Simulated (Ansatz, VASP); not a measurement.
**One calculation of Hf, two programs**

INCAR

```
SYSTEM = Hf
PREC = Accurate ; ENCUT = 600
EDIFF = 1E-6 ; ISMEAR = -1
SIGMA = 0.1 ; LREAL = .False.
LASPH = .True. ; NELM = 80
ALGO = Normal ; ISIF = 3
LWAVE = .False. ; LCHARG = .False.
GGA = CA ; IBRION = 2
NSW = 80 ; EDIFFG = -0.01
```

File KPOINTS:

```
regular mesh
0
Gamma
  7 7 10
  0 0 0
```

File POSCAR:

```
Hf
1.0
    5.0195555627      0.0000000000      0.0000000000
   -2.5097777813      4.3470626330      0.0000000000
    0.0000000000      0.0000000000      3.0769875599
Hf
3
Direct
    0.0000000000      0.0000000000      0.0000000000
    0.3333333333      0.6666666667      0.5000000000
    0.6666666667      0.3333333333      0.5000000000
```

Input for Ansatz:

```yaml
crystal:
  lattice:
    - [5.0195555627, 0.0, 0.0]
    - [-2.5097777813, 4.347062633, 0.0]
    - [0.0, 0.0, 3.0769875599]
  atoms:
    - { symbol: Hf, position: [0.0, 0.0, 0.0] }
    - { symbol: Hf, position: [0.3333333333, 0.6666666667, 0.5] }
    - { symbol: Hf, position: [0.6666666667, 0.3333333333, 0.5] }
hamiltonian:
  xc: lda
  pseudopotentials:
    kind: paw
    azcp:
      Hf: "pseudopotentials/Hf.paw.azcp"
basis:
  ecutwfc: 420
  fft_grid_basis: typed
kpoints:
  mp_grid: { grid: [7, 7, 10], shift: [0, 0, 0] }
magnetization:
  spin_polarized: false
scf:
  occupations: { method: fermi_dirac, width: 0.1 }
relax:
  max_steps: 60
  f_tol: 0.01
  cell: {}
```

Alike in both runs: task relaxation of cell and atoms; functional LDA; k mesh 7 × 7 × 10; occupations fermi-dirac, width 0.1 eV; no spin polarisation.

|  | VASP | Ansatz |
| --- | --- | --- |
| version | VASP 6.6.1 | Ansatz 0.2.0 |
| potentials or method | VASP PAW LDA potentials, release 64 (Hf_pv), cutoff 600 eV | plane waves (420 eV) with PAW, scalar-relativistic |
| valence electrons in the cell | 30 | 78 |

Ansatz gave:

```
relaxed volume (Å³/atom)                                     : 20.63
relaxed cell length with the largest relative difference (Å) : 3.028
```

Question: Which values does VASP return?

Answer: Relaxed volume (Å³/atom): 20.64; relaxed cell length with the largest relative difference (Å): 3.031.

Ansatz warns that its potentials were made for another functional, while VASP's fit it. LDA's correlation is that of Perdew and Zunger in VASP and of Perdew and Wang (1992) in Ansatz. VASP's potentials hold 30 valence electrons a cell and Ansatz's 78, so a difference there can come from the potentials and not from the codes.

Neither program's run includes spin-orbit coupling.
